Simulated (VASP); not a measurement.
# C (P6_3/mmc) in VASP: single point with PBEsol

Aim: the single point of C with PBEsol.

Everything below comes from runs of VASP 6.6.1. Logs are shortened: lines on timing, memory, paths and dates and some standing lists are left out, and cuts for length are marked.

### 1 The cell of the first run

The structure is hexagonal, space group P6_3/mmc (No. 194). Conventional cell: a = 2.474 Å, b = 2.474 Å, c = 4.119 Å, α = 90.00°, β = 90.00°, γ = 120.00°. Within 2.0 Å of C (site symmetry 3m) lie 4 C at 1.52 to 1.54 Å.

### 2 Single point, PBEsol

INCAR reads:

```
SYSTEM = C
ALGO = Normal
EDIFF = 1E-6
ENCUT = 1300
GGA = PS
GGA_COMPAT = .FALSE.
ISIF = 2
ISMEAR = 0
LASPH = .TRUE.
LCHARG = .FALSE.
LREAL = .FALSE.
LWAVE = .FALSE.
NBANDS = 16
NELM = 120
PREC = Accurate
SIGMA = 0.01
```

KPOINTS reads:

```
k-points
0
G
  9 9 6
  0 0 0
```

POSCAR reads:

```
C
1.0
    2.4737402487      0.0000000000      0.0000000000
   -1.2368701244      2.1423218978      0.0000000000
    0.0000000000      0.0000000000      4.1189829197
C
4
Direct
    0.3333333333      0.6666666667     -0.0000837947
    0.6666666667      0.3333333333      0.4999162053
    0.3333333333      0.6666666667      0.3740837947
    0.6666666667      0.3333333333      0.8740837947
```

Potentials or basis: VASP PAW PBE potentials, release 64 (C_h).

The run is started by

```bash
> cat potpaw_PBE.64/C_h/POTCAR > POTCAR
> mpirun -np 1 vasp_std > vasp.out
```

OUTCAR:

```text
SYSTEM = C
   EDIFF = 1E-6
   ENCUT = 1300
   GGA = PS
   ISIF = 2
   ISMEAR = 0
   LASPH = .TRUE.
   LREAL = .FALSE.
   NELM = 120
   PREC = Accurate

 ion  position               nearest neighbor table
   1  0.333  0.667  1.000-   4 1.52   4 1.52   4 1.52
   2  0.667  0.333  0.500-   3 1.52   3 1.52   3 1.52
   3  0.333  0.667  0.374-   2 1.52   2 1.52   2 1.52
   4  0.667  0.333  0.874-   1 1.52   1 1.52   1 1.52

  LATTYP: Found a hexagonal cell.
 ALAT       =     2.4737402487
 C/A-ratio  =     1.6650830344

  Lattice vectors:

 A1 = (   2.4737402487,   0.0000000000,   0.0000000000)
 A2 = (  -1.2368701244,   2.1423218978,   0.0000000000)
 A3 = (   0.0000000000,   0.0000000000,   4.1189829197)

Analysis of symmetry for initial positions (statically):
=====================================================================
 Subroutine PRICEL returns:
 Original cell was already a primitive cell.

 Routine SETGRP: Setting up the symmetry group for a
 hexagonal supercell.

 Subroutine GETGRP returns: Found 24 space group operations
 (whereof  6 operations were pure point group operations)
 out of a pool of 24 trial point group operations.

The static configuration has the point symmetry C_3v.
 The point group associated with its full space group is D_6h.

Analysis of symmetry for dynamics (positions and initial velocities):
=====================================================================
 Subroutine PRICEL returns:
 Original cell was already a primitive cell.

 Routine SETGRP: Setting up the symmetry group for a
 hexagonal supercell.

 Subroutine GETGRP returns: Found 24 space group operations
 (whereof  6 operations were pure point group operations)
 out of a pool of 24 trial point group operations.

The dynamic configuration has the point symmetry C_3v.
 The point group associated with its full space group is D_6h.

 Subroutine INISYM returns: Found 24 space group operations
 (whereof  6 operations are pure point group operations),
 and found     1 'primitive' translations

----------------------------------------------------------------------------------------

                                     Primitive cell

  volume of cell :      21.8287

  direct lattice vectors                    reciprocal lattice vectors
     2.473740249  0.000000000  0.000000000     0.404246161  0.233391630  0.000000000
    -1.236870124  2.142321898  0.000000000     0.000000000  0.466783260  0.000000000
[... 91 lines left out ...]
   EDIFFG = 0.1E-04   stopping-criterion for IOM
   NSW    =      0    number of steps for IOM
   IBRION =     -1    ionic relax: 0-MD 1-quasi-New 2-CG
   NFREE  =      0    steps in history (QN), initial steepest desc. (CG)
   ISIF   =      2    stress and relaxation
   ISYM   =      2    0-nonsym 1-usesym 2-fastsym
   POTIM  = 0.5000    time-step for ionic-motion
   TEBEG  =    0.0;   TEEND  =   0.0 temperature during run
   PSTRESS=    0.0 pullay stress
   NELECT =      16.0000    total number of electrons
   NUPDOWN=      -1.0000    fix difference up-down
   EMIN   =  10.00;   EMAX   =-10.00  energy-range for DOS
   EFERMI =   0.00;   METHOD = LEGACY
   ISMEAR =     0;   SIGMA  =   0.01  broadening in eV -4-tet -1-fermi 0-gaus
   EFERMI_NEDOS =   21; number of points for ismear=-14 and -15
   IALGO  =     38    algorithm
   IMIX   =      4    mixing-type and parameters
     AMIX     =   0.40;   BMIX     =  1.00
     AMIX_MAG =   1.60;   BMIX_MAG =  1.00
  volume/ion in A,a.u.               =       5.46        36.83
  Fermi-wavevector in a.u.,A,eV,Ry     =   1.476064  2.789357 29.643901  2.178765
  Thomas-Fermi vector in A             =   2.590637
   LORBIT       =      0    0 simple, 1 ext, 2 COOP (PROOUT), +10 PAW based schemes
   GGA     = PS    functional components
   LHFCALC =     F    Hartree Fock is set to
   AEXX    =    0.0000 exact exchange contribution
   IVDW    =     0    specifies the selected vdW correction
   LEPSILON=     F    determine dielectric tensor
   LRPA    =     F    only Hartree local field effects (RPA)
 non-spin polarized calculation
 Gauss-broadening in eV      SIGMA  =   0.01
  energy-cutoff  :     1300.00
  volume of cell :       21.83
 maximum number of plane-waves:      2364
 NGX is ok and might be reduce to    30
   NGX = 15   NGY = 15   NGZ = 25

 number of electron      16.0000000 magnetization

 Free energy of the ion-electron system (eV)
  ---------------------------------------------------
  ext. energy  EPLUGINS =         0.00000000
  ---------------------------------------------------
  free energy    TOTEN  =       -38.42751051 eV

  energy without entropy =      -38.42751051  energy(sigma->0) =      -38.42751051

 E-fermi :  11.9092     XC(G=0): -13.7631

 val. band max:       11.8558647702   @ k =   0.0000   0.0000   0.0000
 cond. band min:      14.7751867689   @ k =   0.3333   0.3333   0.0000
 fundamental gap:      2.9193219988
 Fermi energy:        11.9092055095

 k-point     1 :       0.0000    0.0000    0.0000
  band No.  band energies     occupation
      1     -10.5347      2.00000
      2      -4.6893      2.00000
      3      -2.4098      2.00000
      4       8.6320      2.00000
      5       8.6320      2.00000
      6      11.2995      2.00000
[... 433 lines left out ...]
      3       0.3564      2.00000
      4       1.0942      2.00000
      5       1.0942      2.00000
      6       3.9985      2.00000
[... 8 lines left out ...]
     15      27.9400      0.00000
     16      27.9400      0.00000

 [... further k-points ...]

------------------------ aborting loop because EDIFF is reached ----------------------------------------

  FORCE on cell =-STRESS in cart. coord.  units (eV):
  Direction    XX          YY          ZZ          XY          YZ          ZX
  --------------------------------------------------------------------------------------
  -------------------------------------------------------------------------------------
  Total        1.9737960      1.9737960      2.0175215     -0.0000000     -0.0000000      0.0000000
  in kB      144.8718627    144.8718627    148.0812056     -0.0000000     -0.0000000      0.0000000
  external PRESSURE =     145.9416436 kB  Pullay stress =       0.0000000 kB

 VOLUME and BASIS-vectors are now :
 -----------------------------------------------------------------------------
  energy-cutoff  :     1300.00
  volume of cell :       21.83
      direct lattice vectors                 reciprocal lattice vectors
     2.473740249  0.000000000  0.000000000     0.404246161  0.233391630  0.000000000
    -1.236870124  2.142321898  0.000000000     0.000000000  0.466783260  0.000000000
     0.000000000  0.000000000  4.118982920     0.000000000  0.000000000  0.242778380

 POSITION                                       TOTAL-FORCE (eV/Angst)
 -----------------------------------------------------------------------------------
     -0.00000      1.42821      4.11864        -0.000000     -0.000000     -0.000228
      1.23687      0.71411      2.05915         0.000000      0.000000     -0.000228
     -0.00000      1.42821      1.54084         0.000000      0.000000      0.000228
      1.23687      0.71411      3.60034        -0.000000      0.000000      0.000228
 -----------------------------------------------------------------------------------
    total drift:                               -0.000000      0.000000      0.000002

  FREE ENERGIE OF THE ION-ELECTRON SYSTEM (eV)
  ---------------------------------------------------
  free  energy   TOTEN  =       -38.4275105096 eV

  energy  without entropy=      -38.4275105096  energy(sigma->0) =      -38.42751051
```

OSZICAR:

```text
N       E                     dE             d eps       ncg     rms          rms(c)
DAV:   1     0.618796465951E+02    0.61880E+02   -0.14677E+04  1536   0.202E+03
DAV:   2    -0.347978109070E+02   -0.96677E+02   -0.86269E+02  2120   0.281E+02
DAV:   3    -0.398282030347E+02   -0.50304E+01   -0.49811E+01  2224   0.560E+01
DAV:   4    -0.398603395535E+02   -0.32137E-01   -0.32133E-01  1632   0.502E+00
DAV:   5    -0.398605607786E+02   -0.22123E-03   -0.22120E-03  2208   0.386E-01    0.694E+00
DAV:   6    -0.387996950322E+02    0.10609E+01   -0.61696E-01  1864   0.501E+00    0.375E+00
DAV:   7    -0.384261737904E+02    0.37352E+00   -0.69560E-01  1984   0.544E+00    0.468E-01
DAV:   8    -0.384274388585E+02   -0.12651E-02   -0.14698E-02  1680   0.107E+00    0.412E-02
DAV:   9    -0.384274970590E+02   -0.58200E-04   -0.75345E-05  2056   0.786E-02    0.220E-02
DAV:  10    -0.384275109107E+02   -0.13852E-04   -0.98597E-06  1688   0.267E-02    0.288E-03
DAV:  11    -0.384275105096E+02    0.40104E-06   -0.30326E-07  1600   0.515E-03
   1 F= -.38427511E+02 E0= -.38427511E+02  d E =-.102118E-16
```

It took 37 s on 1 thread of Intel Xeon 6975P-C (Granite Rapids), shared host; peak memory 0.21 GiB.

Results:

| Quantity | Value |
| --- | --- |
| Free energy | -38.4275 eV |
| Pressure | 14.6 GPa |
| Band gap on the k mesh | 2.92 eV (least direct gap 4.96 eV) |

Levels at points of the mesh, in eV from the valence-band top:
```
           k point  band 4  band 5  band 6  band 7  band 8  band 9  band 10  band 11  band 12  band 13
(0.00, 0.00, 0.00)   -3.22   -3.22   -0.56    0.00    0.00    4.96     4.96     5.39     8.59     9.72
(0.00, 0.00, 0.50)   -7.31   -1.94   -1.94   -1.94   -1.94    7.33     7.33     7.33     7.33     7.91
```

Caveat: the cell stands under pressure; the PAW data sets were made with another functional, which shifts forces and pressure a little. A k mesh can miss the band edges.
